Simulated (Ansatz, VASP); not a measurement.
# Al: VASP beside Ansatz

```
CELL_PARAMETERS angstrom
-2.81442 0.00000 0.00000
-1.40721 -2.43736 0.00000
-0.70361 -0.81245 18.48209
ATOMIC_POSITIONS crystal
Al 0.99479 0.97917 0.06250
Al 0.95312 0.81250 0.56250
Al 0.27604 0.10417 0.68750
Al 0.31771 0.27083 0.18750
Al 0.93229 0.72917 0.81250
Al 0.97396 0.89583 0.31250
Al 0.58854 0.35417 0.93750
Al 0.63021 0.52083 0.43750
```

Alike in both runs: task single point; functional PBE; dispersion D3(BJ); k mesh 16 × 16 × 2; occupations gaussian, width 0.15 eV; no spin polarisation.

```csv
,VASP,Ansatz
version,VASP 6.6.1,Ansatz 0.2.0
potentials or method,"VASP PAW PBE potentials, release 64 (Al), cutoff 520 eV","scalar-relativistic, plane waves, PAW"
valence electrons in the cell,24,24
```

|  | VASP | Ansatz | Ansatz less VASP |
| --- | --- | --- | --- |
| gap on the k mesh at the Fermi level (eV) | none | none | - |
| pressure (GPa) | 0.6 | 0.6 | 0.00 |
| traceless stress, the component that is largest in VASP (GPa) | 1.36 | 1.35 | -0.005 |
| rms of the force components (eV/Å) | 0.176 | 0.176 | 0.0000 |

Atom by atom the forces differ by 0.000 eV/Å (rms over components). A gap of «none» marks a metal or a gap that the smearing closes.
